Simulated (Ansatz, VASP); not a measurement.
SiSe2 in VASP and in Ansatz

```xyz
6
Lattice="-2.9250 4.7520 2.9185 2.9250 -4.7520 2.9185 2.9250 4.7520 -2.9185" Properties=species:S:1:pos:R:3 pbc="T T T"
Si    0.0000    0.0000    4.3777
Si    0.0000    0.0000    1.4592
Se    1.3035    1.1992    0.0000
Se    1.6215    3.5527    2.9185
Se    1.3035   -1.1992    2.9185
Se    1.6215    5.9512    0.0000
```

Alike in both runs: task relaxation of cell and atoms; functional LDA; k mesh 8 × 8 × 8; occupations gaussian, width 0.02 eV; no spin polarisation.

```csv
,VASP,Ansatz
version,VASP 6.6.1,Ansatz 0.2.0
potentials or method,"VASP PAW LDA potentials, release 64 (Si, Se), cutoff 500 eV","scalar-relativistic, plane waves, PAW"
valence electrons in the cell,32,72
```

```csv
,VASP,Ansatz,Ansatz less VASP
"gap on the k mesh at the Fermi level, each at its own relaxed structure (eV)",1.36,1.38,+0.016
relaxed volume (Å³/atom),25.96,25.92,-0.043
relaxed cell length with the largest relative difference (Å),6.092,6.095,+0.0024
```

LDA's correlation is that of Perdew and Zunger in VASP and of Perdew and Wang (1992) in Ansatz. VASP's potentials hold 32 valence electrons a cell and Ansatz's 72, so a difference there can come from the potentials and not from the codes.
